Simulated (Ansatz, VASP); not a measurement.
**Two plane-wave programs on Si15Rh**

```xyz
16
Lattice="0.0000 5.4370 5.4370 5.4370 0.0000 5.4370 5.4370 5.4370 0.0000" Properties=species:S:1:pos:R:3 pbc="T T T"
Rh    5.4370    5.4370   10.8740
Si    8.1555    8.1555   10.8641
Si    8.1555   10.8641    8.1555
Si    5.4469    8.1555    8.1555
Si   10.8641    8.1555    8.1555
Si    8.1555    5.4469    8.1555
Si    8.1555    8.1555    5.4469
Si    5.4370    5.4370    5.4370
Si    1.3399    1.3399    1.3399
Si    4.0971    4.0971    1.3399
Si    4.0971    1.3399    4.0971
Si    6.7956    4.0784    4.0784
Si    1.3399    4.0971    4.0971
Si    4.0784    6.7956    4.0784
Si    4.0784    4.0784    6.7956
Si    6.7956    6.7956    6.7956
```

Alike in both runs: task single point; functional PBEsol; k mesh 3 × 3 × 3; occupations gaussian, width 0.05 eV; no spin polarisation; Hubbard terms Rh d U = 2.0 eV.

```csv
,VASP,Ansatz
version,VASP 6.6.1,Ansatz 0.2.0
potentials or method,"VASP PAW PBE potentials, release 64 (Rh_pv, Si), cutoff 520 eV","scalar-relativistic, plane waves, PAW"
valence electrons in the cell,75,77
```

Ansatz gave:

| Item | Value |
| --- | --- |
| gap on the k mesh at the Fermi level (eV) | none |
| pressure (GPa) | -1.2 |
| rms of the force components (eV/Å) | 0.013 |

Task: Which values does VASP return?

Result: gap on the k mesh at the Fermi level (eV): none; pressure (GPa): -1.2; rms of the force components (eV/Å): 0.037.

VASP's potentials were made for PBE, not for PBEsol. The programs project onto different local orbitals, so the same U acts differently, and such runs can settle in different states. Atom by atom the forces differ by 0.025 eV/Å (rms over components). A gap of «none» marks a metal or a gap that the smearing closes. VASP's potentials hold 75 valence electrons a cell and Ansatz's 77, so a difference there can come from the potentials and not from the codes. Ansatz's warnings: filled band counts differ across k points.
